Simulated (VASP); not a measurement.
# Hg (Pm-3m) in VASP: notebook

Runs on Hg. Level: PBE. Tasks: relaxation of cell and atoms, single point.

Program: VASP 6.6.1. These are calculated values, not measurements. Logs are shortened: lines on timing, memory, paths and dates and some standing lists are left out, and cuts for length are marked.

## (1) The cell of the first run

The structure is cubic, space group Pm-3m (No. 221). Conventional cell: a = 5.255 Å, b = 5.255 Å, c = 5.255 Å, α = 90.00°, β = 90.00°, γ = 90.00°. Hg (site symmetry 4/mmm) has 8 Hg at 3.72 Å within 4.9 Å.

## (2) Relaxation of cell and atoms, PBE

INCAR reads:

```
SYSTEM = Hg
PREC     = Accurate       ! precision mode
ENCUT    = 600            ! plane-wave cutoff, eV
EDIFF    = 1E-6           ! SCF threshold, eV
ISMEAR   = 0              ! smearing method
SIGMA    = 0.1            ! smearing width, eV
LREAL    = .FALSE.        ! projectors in reciprocal space
LASPH    = .TRUE.         ! aspherical terms in the spheres
NELM     = 100            ! most SCF steps
ALGO     = Normal         ! electronic algorithm
ISIF     = 3              ! what is computed and relaxed
LWAVE    = .FALSE.        ! write WAVECAR
LCHARG   = .FALSE.        ! write CHGCAR
GGA      = PE             ! functional
IBRION   = 2              ! ionic algorithm
NSW      = 90             ! ionic steps
EDIFFG   = -0.04          ! ionic threshold
```

KPOINTS reads:

```
Automatic mesh
0
G
  4 4 4
  0 0 0
```

POSCAR reads:

```
Hg
1.0
    5.2550612500      0.0000000000      0.0000000000
    0.0000000000      5.2550612500      0.0000000000
    0.0000000000      0.0000000000      5.2550612500
Hg
3
Direct
    0.5000000000      0.0000000000      0.0000000000
    0.0000000000      0.5000000000      0.0000000000
    0.0000000000      0.0000000000      0.5000000000
```

Potentials or basis: VASP PAW PBE potentials, release 64 (Hg).

Command:

```sh
$ cat potpaw_PBE.64/Hg/POTCAR > POTCAR
$ mpirun -np 1 vasp_std > vasp.out
```

OUTCAR:

```text
SYSTEM = Hg
   PREC = Accurate
   ENCUT = 600
   EDIFF = 1E-6
   ISMEAR = 0
   LREAL = .FALSE.
   LASPH = .TRUE.
   NELM = 100
   ISIF = 3
   GGA = PE
   IBRION = 2
   NSW = 90
   EDIFFG = -0.04

 ion  position               nearest neighbor table
   1  0.500  0.000  0.000-   2 3.72   3 3.72   3 3.72   2 3.72   2 3.72   3 3.72   3 3.72   2 3.72

   2  0.000  0.500  0.000-   1 3.72   3 3.72   3 3.72   1 3.72   3 3.72   3 3.72   1 3.72   1 3.72

   3  0.000  0.000  0.500-   1 3.72   2 3.72   1 3.72   2 3.72   2 3.72   2 3.72   1 3.72   1 3.72

  LATTYP: Found a simple cubic cell.
 ALAT       =     5.2550612500

  Lattice vectors:

 A1 = (   5.2550612500,   0.0000000000,   0.0000000000)
 A2 = (   0.0000000000,   5.2550612500,   0.0000000000)
 A3 = (   0.0000000000,   0.0000000000,   5.2550612500)

Analysis of symmetry for initial positions (statically):
=====================================================================
 Subroutine PRICEL returns:
 Original cell was already a primitive cell.

 Routine SETGRP: Setting up the symmetry group for a
 simple cubic supercell.

 Subroutine GETGRP returns: Found 48 space group operations
 (whereof 48 operations were pure point group operations)
 out of a pool of 48 trial point group operations.

The static configuration has the point symmetry O_h .

Analysis of symmetry for dynamics (positions and initial velocities):
=====================================================================
 Subroutine PRICEL returns:
 Original cell was already a primitive cell.

 Routine SETGRP: Setting up the symmetry group for a
 simple cubic supercell.

 Subroutine GETGRP returns: Found 48 space group operations
 (whereof 48 operations were pure point group operations)
 out of a pool of 48 trial point group operations.

The dynamic configuration has the point symmetry O_h .

 Subroutine INISYM returns: Found 48 space group operations
 (whereof 48 operations are pure point group operations),
 and found     1 'primitive' translations

----------------------------------------------------------------------------------------

                                     Primitive cell

  volume of cell :     145.1220

  direct lattice vectors                    reciprocal lattice vectors
     5.255061250  0.000000000  0.000000000     0.190292739  0.000000000  0.000000000
     0.000000000  5.255061250  0.000000000     0.000000000  0.190292739  0.000000000
     0.000000000  0.000000000  5.255061250     0.000000000  0.000000000  0.190292739

  length of vectors
     5.255061250  5.255061250  5.255061250     0.190292739  0.190292739  0.190292739

[... 54 lines left out ...]
   ions per type =               3
   NGX,Y,Z   is equivalent  to a cutoff of  13.29, 13.29, 13.29 a.u.
   NGXF,Y,Z  is equivalent  to a cutoff of  26.57, 26.57, 26.57 a.u.
 SYSTEM =  Hg
   PREC   = accura    normal or accurate (medium, high low for compatibility)
   ISTART =      0    job   : 0-new  1-cont  2-samecut
   ICHARG =      2    charge: 1-file 2-atom 10-const
   ISPIN  =      1    spin polarized calculation?
   LNONCOLLINEAR =      F non collinear calculations
   LSORBIT =      F    spin-orbit coupling
   LASPH  =      T    aspherical Exc in radial PAW
   ENCUT  =  600.0 eV  44.10 Ry    6.64 a.u.  10.50 10.50 10.50*2*pi/ulx,y,z
   NELM   =    100;   NELMIN=  2; NELMDL= -5     # of ELM steps
   EDIFF  = 0.1E-05   stopping-criterion for ELM
   LREAL  =      F    real-space projection
   EDIFFG = -.4E-01   stopping-criterion for IOM
   NSW    =     90    number of steps for IOM
   IBRION =      2    ionic relax: 0-MD 1-quasi-New 2-CG
   NFREE  =      1    steps in history (QN), initial steepest desc. (CG)
   ISIF   =      3    stress and relaxation
   ISYM   =      2    0-nonsym 1-usesym 2-fastsym
   POTIM  = 0.5000    time-step for ionic-motion
   TEBEG  =    0.0;   TEEND  =   0.0 temperature during run
   PSTRESS=    0.0 pullay stress
   NELECT =      36.0000    total number of electrons
   NUPDOWN=      -1.0000    fix difference up-down
   EMIN   =  10.00;   EMAX   =-10.00  energy-range for DOS
   EFERMI =   0.00;   METHOD = LEGACY
   ISMEAR =     0;   SIGMA  =   0.10  broadening in eV -4-tet -1-fermi 0-gaus
   EFERMI_NEDOS =   21; number of points for ismear=-14 and -15
   IALGO  =     38    algorithm
   IMIX   =      4    mixing-type and parameters
     AMIX     =   0.40;   BMIX     =  1.00
     AMIX_MAG =   1.60;   BMIX_MAG =  1.00
  volume/ion in A,a.u.               =      48.37       326.44
  Fermi-wavevector in a.u.,A,eV,Ry     =   1.028643  1.943853 14.396403  1.058106
  Thomas-Fermi vector in A             =   2.162650
   LORBIT       =      0    0 simple, 1 ext, 2 COOP (PROOUT), +10 PAW based schemes
   GGA     = PE    functional components
   LHFCALC =     F    Hartree Fock is set to
   AEXX    =    0.0000 exact exchange contribution
   IVDW    =     0    specifies the selected vdW correction
   LEPSILON=     F    determine dielectric tensor
   LRPA    =     F    only Hartree local field effects (RPA)
 conjugate gradient relaxation of ions
 non-spin polarized calculation
 Gauss-broadening in eV      SIGMA  =   0.10
  energy-cutoff  :      600.00
  volume of cell :      145.12
 maximum number of plane-waves:      4945
 NGX is ok and might be reduce to    42
   NGX = 21   NGY = 21   NGZ = 21

--------------------------------------- Ionic step        1  -------------------------------------------

 number of electron      36.0000002 magnetization

 Free energy of the ion-electron system (eV)
  ---------------------------------------------------
  ext. energy  EPLUGINS =         0.00000000
  ---------------------------------------------------
  free energy    TOTEN  =        -0.41527472 eV

  energy without entropy =       -0.41527472  energy(sigma->0) =       -0.41527472

------------------------ aborting loop because EDIFF is reached ----------------------------------------

  FORCE on cell =-STRESS in cart. coord.  units (eV):
  Direction    XX          YY          ZZ          XY          YZ          ZX
  --------------------------------------------------------------------------------------
  -------------------------------------------------------------------------------------
  Total       -0.3653460     -0.3653460     -0.3653460      0.0000000      0.0000000     -0.0000000
  in kB       -4.0334959     -4.0334959     -4.0334959      0.0000000      0.0000000     -0.0000000
  external PRESSURE =      -4.0334959 kB  Pullay stress =       0.0000000 kB
[... 760 lines left out ...]
--------------------------------------- Ionic step        8  -------------------------------------------

 number of electron      35.9999997 magnetization

 Free energy of the ion-electron system (eV)
  ---------------------------------------------------
  ext. energy  EPLUGINS =         0.00000000
  ---------------------------------------------------
  free energy    TOTEN  =        -0.50483179 eV

  energy without entropy =       -0.49567397  energy(sigma->0) =       -0.50025288

 E-fermi :   1.2406     XC(G=0):  -9.3524

 val. band max:        1.1738279023   @ k =   0.5000   0.5000   0.2500
 cond. band min:       1.2879383886   @ k =   0.2500   0.2500   0.2500
 fundamental gap:      0.1141104863
 Fermi energy:         1.2406143285
[... 278 lines left out ...]
  FREE ENERGIE OF THE ION-ELECTRON SYSTEM (eV)
  ---------------------------------------------------
  free  energy   TOTEN  =        -0.5048317935 eV

  energy  without entropy=       -0.4956739746  energy(sigma->0) =       -0.50025288

 reached required accuracy - stopping structural energy minimisation
```

CONTCAR:

```text
Hg
   1.00000000000000
     4.4980282674785936    0.0000000000000000   -0.0000000000000000
     0.0000000000000000    4.4980282674785927   -0.0000000000000000
     0.0000000000000000    0.0000000000000000    4.4980282674785936
  Hg
     3
Direct
     0.5000000000000000    0.0000000000000000    0.0000000000000000
     0.0000000000000000    0.5000000000000000    0.0000000000000000
     0.0000000000000000    0.0000000000000000    0.5000000000000000

  0.00000000E+00  0.00000000E+00  0.00000000E+00
  0.00000000E+00  0.00000000E+00  0.00000000E+00
  0.00000000E+00  0.00000000E+00  0.00000000E+00
```

Run time: 2.4 min. Hardware: 1 thread of Intel Xeon Platinum 8375C at 2.90GHz (Ice Lake), shared host; peak memory 0.28 GiB.

What came out:

```
Free energy                            : -0.5048 eV
Relaxed volume                         : 30.34 Å³/atom
Relaxed cell                           : a = 4.498 Å, b = 4.498 Å, c = 4.498 Å, α = 90.00°, β = 90.00°, γ = 90.00°
Space group after relaxing (to 0.05 Å) : Pm-3m (No. 221)
Energy gained by relaxing              : 29.9 meV/atom
Ionic steps                            : 8
Pressure after relaxing                : 0.1 GPa
Band gap on the k mesh                 : zero (band 18 reaches 2.08 eV, above the bottom of band 19 at -0.34 eV)
```

The path:
```csv
step,energy change (eV),largest force (eV/Å),pressure (GPa),volume (Å³)
1,0.0000,0.0000,-0.40,145.12
2,-0.0063,0.0000,-0.38,142.58
3,-0.0228,0.0000,-0.31,135.13
4,-0.0459,0.0000,-0.20,121.02
5,-0.0754,0.0000,-0.97,95.81
6,2.8658,0.0000,48.65,56.40
7,-0.0832,0.0000,-0.68,94.30
8,-0.0896,0.0000,0.11,91.01
```

Final structure:
```yaml
crystal:
  lattice:
    - [4.49803, 0.00000, 0.00000]
    - [0.00000, 4.49803, 0.00000]
    - [0.00000, 0.00000, 4.49803]
  atoms:
    - { symbol: Hg, position: [0.50000, 0.00000, 0.00000] }
    - { symbol: Hg, position: [0.00000, 0.50000, 0.00000] }
    - { symbol: Hg, position: [0.00000, 0.00000, 0.50000] }
```

Levels at points of the mesh, in eV from the Fermi level:
```tsv
k point	band 16	band 17	band 18	band 19	band 20	band 21
(0.00, 0.00, 0.00)	-5.60	0.67	0.67	1.06	1.06	1.06
(0.50, 0.00, 0.00)	-5.60	-4.90	0.84	3.04	3.04	5.11
(0.50, 0.50, 0.00)	-4.39	-3.08	-3.08	-0.27	4.64	5.86
(0.50, 0.50, 0.50)	-1.65	-1.65	-1.65	-1.58	0.17	0.17
```

Caveat: the volume moved by over 15 % at a fixed basis, so the end points are rough; spin-orbit coupling is left out, which moves the levels of the heavy elements.

## (3) Single point, PBE

This run uses another cell than the first one, of 35.61 Å³/atom, 0.736 times its volume.

INCAR reads:

```
SYSTEM = Hg
  PREC = Accurate
  ENCUT = 520
  EDIFF = 1E-6
  ISMEAR = 0
  SIGMA = 0.1
  LREAL = .FALSE.
  LASPH = .TRUE.
  NELM = 100
  ALGO = Normal
  ISIF = 2
  LWAVE = .FALSE.
  LCHARG = .FALSE.
  GGA = PE
  NBANDS = 25
```

KPOINTS reads:

```
Automatic mesh
0
G
  10 10 10
  0 0 0
```

POSCAR reads:

```
Hg
1.0
    4.7447779773      0.0000000000      0.0000000000
    0.0000000000      4.7447779773      0.0000000000
    0.0000000000      0.0000000000      4.7447779773
Hg
3
Direct
    0.5000000000      0.0000000000      0.0000000000
    0.0000000000      0.5000000000      0.0000000000
    0.0000000000      0.0000000000      0.5000000000
```

Potentials or basis: VASP PAW PBE potentials, release 64 (Hg).

Command:

```sh
$ cat potpaw_PBE.64/Hg/POTCAR > POTCAR
$ mpirun -np 1 vasp_std > vasp.out
```

Wall time 62 s (1 thread of Intel Xeon Platinum 8259CL at 2.50GHz (Skylake/Cascade Lake), shared host); peak memory 0.27 GiB.

The run converged. Its results:

```yaml
Free_energy: -0.4736 eV
Pressure: 0.1 GPa
Band_gap_on_the_k_mesh: zero (band 18 reaches 0.54 eV, above the bottom of band 19 at -0.53 eV)
```

Levels at points of the mesh, in eV from the Fermi level:
```csv
k point,band 16,band 17,band 18,band 19,band 20,band 21
"(0.00, 0.00, 0.00)",-5.49,0.05,0.05,1.35,1.35,1.35
"(0.50, 0.00, 0.00)",-5.21,-4.24,0.19,2.99,2.99,4.72
"(0.50, 0.50, 0.00)",-3.88,-2.96,-2.96,0.20,4.13,5.39
"(0.50, 0.50, 0.50)",-1.90,-1.90,-1.90,-0.88,0.60,0.60
```

Caveat: spin-orbit coupling is left out, which moves the levels of the heavy elements.

## (4) Relaxation of cell and atoms, PBE

This run uses another cell than the first one, of 37.99 Å³/atom, 0.785 times its volume.

INCAR reads:

```
PREC = Accurate ; ENCUT = 600
EDIFF = 1E-6 ; ISMEAR = 0
SIGMA = 0.1 ; LREAL = F
LASPH = T ; NELM = 100
ALGO = Normal ; ISIF = 3
LWAVE = F ; LCHARG = F
GGA = PE ; IBRION = 2
NSW = 100 ; EDIFFG = -0.01
```

KPOINTS reads:

```
regular mesh
0
Gamma
  10 10 10
```

POSCAR reads:

```
Hg
1.0
    4.8483316154      0.0000000000      0.0000000000
    0.0000000000      4.8483316154      0.0000000000
    0.0000000000      0.0000000000      4.8483316154
Hg
3
Direct
    0.5000000000      0.0000000000      0.0000000000
    0.0000000000      0.5000000000      0.0000000000
    0.0000000000      0.0000000000      0.5000000000
```

Command:

```sh
$ cat potpaw_PBE.64/Hg/POTCAR > POTCAR
$ mpirun -np 1 vasp_std > vasp.out
```

It took 75 s on 1 thread of Intel Xeon Platinum 8259CL at 2.50GHz (Skylake/Cascade Lake), shared host; peak memory 0.32 GiB.

Results (log left out):

* Free energy: -0.4741 eV
* Pressure after relaxing: 0.0 GPa
* Band gap on the k mesh: zero (band 18 reaches -0.02 eV, above the bottom of band 19 at -0.64 eV)

Final structure:
```
Hg
1.0
     4.84833    0.00000    0.00000
     0.00000    4.84833    0.00000
     0.00000    0.00000    4.84833
Hg
3
Direct
  0.50000 0.00000 0.00000
  0.00000 0.50000 0.00000
  0.00000 0.00000 0.50000
```

Levels at points of the mesh, in eV from the Fermi level:
```tsv
k point	band 14	band 15	band 16	band 17	band 18	band 19	band 20	band 21	band 22
(0.00, 0.00, 0.00)	-5.39	-5.39	-5.39	-0.10	-0.10	1.54	1.54	1.54	6.13
(0.50, 0.00, 0.00)	-5.68	-5.39	-4.93	-3.93	0.03	3.04	3.04	4.63	4.88
(0.50, 0.50, 0.00)	-5.82	-5.78	-3.63	-2.84	-2.84	0.46	3.99	5.32	5.32
(0.50, 0.50, 0.50)	-5.49	-5.49	-1.91	-1.91	-1.91	-0.59	0.85	0.85	0.85
```

Caveat: the relaxation stopped at its first step, so nothing moved; spin-orbit coupling is left out, which moves the levels of the heavy elements.

## (5) Overview

| task | cell | k mesh | cutoff (eV) | gap on the mesh (eV) | pressure (GPa) |
| --- | --- | --- | --- | --- | --- |
| relaxation of cell and atoms | relaxed from a = 5.255 Å, 3 atoms | 4 × 4 × 4 | 600 | none | 0.1 |
| single point | a = 4.745 Å, 3 atoms | 10 × 10 × 10 | 520 | none | 0.1 |
| relaxation of cell and atoms | relaxed from a = 4.848 Å, 3 atoms | 10 × 10 × 10 | 600 | none | 0.0 |

Alike in all rows: level PBE; potentials or basis VASP PAW PBE potentials, release 64 (Hg); no spin polarisation; smearing gaussian 0.1 eV.

Caveats: spin-orbit coupling is left out, which moves the levels of the heavy elements; the volume moved by over 15 % at a fixed basis, so the end points are rough (some runs); the relaxation stopped at its first step, so nothing moved (some runs).

Absolute energies hang on the potentials; compare differences alone.
